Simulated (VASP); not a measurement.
# La2Cu2Se2O3 (I4/mmm) in VASP: single point with PBE

Aim: the single point of La2Cu2Se2O3 with PBE.

Everything below comes from runs of VASP 6.6.1. Logs are shortened: lines on timing, memory, paths and dates and some standing lists are left out, and cuts for length are marked.

### 1 The cell of the first run

Symmetry: I4/mmm, No. 139, tetragonal system. Conventional cell: a = 4.095 Å, b = 4.095 Å, c = 18.537 Å, α = 90.00°, β = 90.00°, γ = 90.00°. Within 3.5 Å of La (site symmetry 4mm) lie 5 O at 2.39 to 3.40 Å and 4 Se at 3.33 Å. Within 2.9 Å of Cu (site symmetry mmm) lie 2 O at 2.05 Å and 4 Se at 2.70 Å and 4 Cu at 2.90 Å. O (site symmetry -4m2) has 4 La at 2.39 Å and 4 O at 2.90 Å within 3.2 Å. Within 2.7 Å of O (site symmetry 4/mmm) lie 4 Cu at 2.05 Å. Se (site symmetry 4mm) has 4 Cu at 2.70 Å and 4 La at 3.33 Å and 8 O at 3.39 to 3.53 Å and 1 Se at 3.53 Å within 3.6 Å.

### 2 Single point, PBE

The input, INCAR:

```
SYSTEM = La2Cu2Se2O3
PREC = Accurate
ENCUT = 520
EDIFF = 1E-6
ISMEAR = -1
SIGMA = 0.1
LREAL = .FALSE.
LASPH = .TRUE.
NELM = 100
ALGO = Normal
ISIF = 2
LWAVE = .FALSE.
LCHARG = .FALSE.
GGA = PE
NBANDS = 47
```

The input, KPOINTS:

```
regular mesh
0
G
  9 9 9
  0 0 0
```

The input, POSCAR:

```
La2Cu2Se2O3
1.0
    0.0000000000      4.0946830000      0.0000000000
    4.0946830000      0.0000000000      0.0000000000
    2.0473410000      2.0473410000     -9.2684830000
La Cu O Se
2 2 3 2
Direct
    0.6834400000      0.6834400000      0.6331200000
    0.3165600000      0.3165600000      0.3668800000
    0.0000000000      0.5000000000      0.0000000000
    0.5000000000      0.0000000000      0.0000000000
    0.2500000000      0.7500000000      0.5000000000
    0.7500000000      0.2500000000      0.5000000000
    0.5000000000      0.5000000000      0.0000000000
    0.0951600000      0.0951600000      0.8096800000
    0.9048400000      0.9048400000      0.1903200000
```

Potentials or basis: VASP PAW PBE potentials, release 64 (La, Cu, O, Se).

On the command line:

```console
$ cat potpaw_PBE.64/La/POTCAR potpaw_PBE.64/Cu/POTCAR potpaw_PBE.64/O/POTCAR potpaw_PBE.64/Se/POTCAR > POTCAR
$ mpirun -np 1 vasp_std > vasp.out
```

OUTCAR:

```text
SYSTEM = La2Cu2Se2O3
   PREC = Accurate
   ENCUT = 520
   EDIFF = 1E-6
   ISMEAR = -1
   LREAL = .FALSE.
   LASPH = .TRUE.
   NELM = 100
   ISIF = 2
   GGA = PE

 ion  position               nearest neighbor table
   1  0.683  0.683  0.633-   5 2.39   6 2.39   5 2.39   6 2.39
   2  0.317  0.317  0.367-   5 2.39   6 2.39   5 2.39   6 2.39
   3  0.000  0.500  0.000-   7 2.05   7 2.05   9 2.70   8 2.70   9 2.70   8 2.70
   4  0.500  0.000  0.000-   7 2.05   7 2.05   9 2.70   8 2.70   8 2.70   9 2.70
   5  0.250  0.750  0.500-   1 2.39   2 2.39   2 2.39   1 2.39
   6  0.750  0.250  0.500-   1 2.39   2 2.39   2 2.39   1 2.39
   7  0.500  0.500  0.000-   3 2.05   4 2.05   4 2.05   3 2.05
   8  0.095  0.095  0.810-   3 2.70   4 2.70   3 2.70   4 2.70
   9  0.905  0.905  0.190-   3 2.70   4 2.70   4 2.70   3 2.70

  LATTYP: Found a body centered tetragonal cell.
 ALAT       =     4.0946830000
 C/A-ratio  =     4.5270820720

  Lattice vectors:

 A1 = (  -2.0473410000,   2.0473420000,   9.2684830000)
 A2 = (   2.0473420000,  -2.0473410000,   9.2684830000)
 A3 = (   2.0473410000,   2.0473410000,  -9.2684830000)

Analysis of symmetry for initial positions (statically):
=====================================================================
 Subroutine PRICEL returns:
 Original cell was already a primitive cell.

 Routine SETGRP: Setting up the symmetry group for a
 body centered tetragonal supercell.

 Subroutine GETGRP returns: Found 16 space group operations
 (whereof 16 operations were pure point group operations)
 out of a pool of 16 trial point group operations.

The static configuration has the point symmetry D_4h.

Analysis of symmetry for dynamics (positions and initial velocities):
=====================================================================
 Subroutine PRICEL returns:
 Original cell was already a primitive cell.

 Routine SETGRP: Setting up the symmetry group for a
 body centered tetragonal supercell.

 Subroutine GETGRP returns: Found 16 space group operations
 (whereof 16 operations were pure point group operations)
 out of a pool of 16 trial point group operations.

The dynamic configuration has the point symmetry D_4h.

 Subroutine INISYM returns: Found 16 space group operations
 (whereof 16 operations are pure point group operations),
 and found     1 'primitive' translations

----------------------------------------------------------------------------------------

                                     Primitive cell
[... 106 lines left out ...]
   LREAL  =      F    real-space projection
   EDIFFG = 0.1E-04   stopping-criterion for IOM
   NSW    =      0    number of steps for IOM
   IBRION =     -1    ionic relax: 0-MD 1-quasi-New 2-CG
   NFREE  =      0    steps in history (QN), initial steepest desc. (CG)
   ISIF   =      2    stress and relaxation
   ISYM   =      2    0-nonsym 1-usesym 2-fastsym
   POTIM  = 0.5000    time-step for ionic-motion
   TEBEG  =    0.0;   TEEND  =   0.0 temperature during run
   PSTRESS=    0.0 pullay stress
   NELECT =      74.0000    total number of electrons
   NUPDOWN=      -1.0000    fix difference up-down
   EMIN   =  10.00;   EMAX   =-10.00  energy-range for DOS
   EFERMI =   0.00;   METHOD = LEGACY
   ISMEAR =    -1;   SIGMA  =   0.10  broadening in eV -4-tet -1-fermi 0-gaus
   EFERMI_NEDOS =   21; number of points for ismear=-14 and -15
   IALGO  =     38    algorithm
   IMIX   =      4    mixing-type and parameters
     AMIX     =   0.40;   BMIX     =  1.00
     AMIX_MAG =   1.60;   BMIX_MAG =  1.00
  volume/ion in A,a.u.               =      17.27       116.52
  Fermi-wavevector in a.u.,A,eV,Ry     =   1.278407  2.415838 22.236319  1.634323
  Thomas-Fermi vector in A             =   2.410951
   LORBIT       =      0    0 simple, 1 ext, 2 COOP (PROOUT), +10 PAW based schemes
   GGA     = PE    functional components
   LHFCALC =     F    Hartree Fock is set to
   AEXX    =    0.0000 exact exchange contribution
   IVDW    =     0    specifies the selected vdW correction
   LEPSILON=     F    determine dielectric tensor
   LRPA    =     F    only Hartree local field effects (RPA)
 non-spin polarized calculation
  energy-cutoff  :      520.00
  volume of cell :      155.40
 maximum number of plane-waves:      4216
   NGX = 15   NGY = 15   NGZ = 35

 number of electron      74.0000008 magnetization

 Free energy of the ion-electron system (eV)
  ---------------------------------------------------
  ext. energy  EPLUGINS =         0.00000000
  ---------------------------------------------------
  free energy    TOTEN  =       -55.49100475 eV

  energy without entropy =      -55.27004516  energy(sigma->0) =      -55.38052496

 E-fermi :   6.0928     XC(G=0): -10.5601

 val. band max:        6.0818622082   @ k =  -0.1111  -0.3333   0.2222
 cond. band min:       6.0946929397   @ k =   0.4444   0.3333   0.1111
 fundamental gap:      0.0128307315
 Fermi energy:         6.0927579878

 k-point     1 :       0.0000    0.0000    0.0000
  band No.  band energies     occupation
      1     -25.3680      2.00000
      2     -25.1756      2.00000
      3     -12.3546      2.00000
      4     -11.7242      2.00000
      5     -11.0441      2.00000
      6      -9.2181      2.00000
[... 1189 lines left out ...]
     46       9.7741      0.00000
     47       9.8062      0.00000

 [... further k-points ...]
[... 5 lines left out ...]
  --------------------------------------------------------------------------------------
  -------------------------------------------------------------------------------------
  Total       -0.5341792     -0.5341792     -1.2722038     -0.0000000     -0.0000001     -0.0000001
  in kB       -5.5074212     -5.5074212    -13.1165024     -0.0000000     -0.0000007     -0.0000007
  external PRESSURE =      -8.0437816 kB  Pullay stress =       0.0000000 kB

 VOLUME and BASIS-vectors are now :
 -----------------------------------------------------------------------------
  energy-cutoff  :      520.00
  volume of cell :      155.40
      direct lattice vectors                 reciprocal lattice vectors
     0.000000000  4.094683000  0.000000000     0.000000000  0.244219150  0.053946248
     4.094683000  0.000000000  0.000000000     0.244219150  0.000000000  0.053946248
     2.047341000  2.047341000 -9.268483000     0.000000000  0.000000000 -0.107892521

 POSITION                                       TOTAL-FORCE (eV/Angst)
 -----------------------------------------------------------------------------------
      4.09468      4.09468     -5.86806        -0.000000     -0.000000     -0.073316
      2.04734      2.04734     -3.40042         0.000000      0.000000      0.073316
      2.04734      0.00000      0.00000        -0.000000      0.000000      0.000000
      0.00000      2.04734      0.00000        -0.000000      0.000000      0.000000
      4.09468      2.04734     -4.63424         0.000000     -0.000000      0.000000
      2.04734      4.09468     -4.63424        -0.000000     -0.000000      0.000000
      2.04734      2.04734      0.00000        -0.000000      0.000000      0.000000
      2.04734      2.04734     -7.50451        -0.000000     -0.000000     -0.056310
      4.09468      4.09468     -1.76398         0.000000      0.000000      0.056310
 -----------------------------------------------------------------------------------
    total drift:                               -0.000000      0.000000     -0.000000

  FREE ENERGIE OF THE ION-ELECTRON SYSTEM (eV)
  ---------------------------------------------------
  free  energy   TOTEN  =       -55.4910047478 eV

  energy  without entropy=      -55.2700451624  energy(sigma->0) =      -55.38052496
```

OSZICAR:

```text
N       E                     dE             d eps       ncg     rms          rms(c)
DAV:   1     0.859705397671E+03    0.85971E+03   -0.29164E+04  7098   0.234E+03
DAV:   2     0.183821057662E+03   -0.67588E+03   -0.63435E+03  8064   0.452E+02
DAV:   3    -0.317109898376E+02   -0.21553E+03   -0.20721E+03 10451   0.249E+02
[... 22 lines left out ...]
DAV:  26    -0.554910100934E+02    0.11433E-04   -0.22593E-04 12868   0.128E-01    0.188E-02
DAV:  27    -0.554910145987E+02   -0.45053E-05   -0.76081E-05 13468   0.677E-02    0.250E-02
DAV:  28    -0.554910048356E+02    0.97631E-05   -0.54129E-05 12700   0.767E-02    0.520E-03
DAV:  29    -0.554910066785E+02   -0.18429E-05   -0.24288E-05 12604   0.249E-02    0.978E-03
DAV:  30    -0.554910055025E+02    0.11760E-05   -0.12733E-06  6500   0.187E-02    0.933E-03
DAV:  31    -0.554910047478E+02    0.75470E-06   -0.54418E-06  8372   0.185E-02
   1 F= -.55491005E+02 E0= -.55380525E+02  d E =-.220960E+00
```

It took 27 min on 1 thread of Intel Xeon 8259CL, shared host; peak memory 0.65 GiB.

Results:

- Free energy: -55.4910 eV
- Pressure: -0.8 GPa
- Largest force: 0.073 eV/Å
- Band gap on the k mesh: zero (bands 37 and 38 overlap by 0.53 eV)

Forces in eV/Å, atoms in the order of the input:
```
La   0.000  0.000 -0.073
La   0.000  0.000  0.073
Cu   0.000  0.000  0.000
Cu   0.000  0.000  0.000
O    0.000  0.000  0.000
O    0.000  0.000  0.000
O    0.000  0.000  0.000
Se   0.000  0.000 -0.056
Se   0.000  0.000  0.056
```

Stress tensor (GPa, compression positive):
```
-0.55  0.00  0.00
 0.00 -0.55  0.00
 0.00  0.00 -1.31
```

Levels at points of the mesh, in eV from the Fermi level:
```csv
k point,band 35,band 36,band 37,band 38,band 39,band 40
"(0.00, 0.00, 0.00)",-0.92,-0.53,-0.08,-0.08,2.31,2.61
```

Caveat: spin-orbit coupling is left out, which moves the levels of the heavy elements; semilocal functionals often make such compounds metallic where correlation or magnetic order opens a gap, which also shifts bond lengths. With open d or f shells a metallic result of PBE can be an artefact of self-interaction; +U or a hybrid may open a gap.
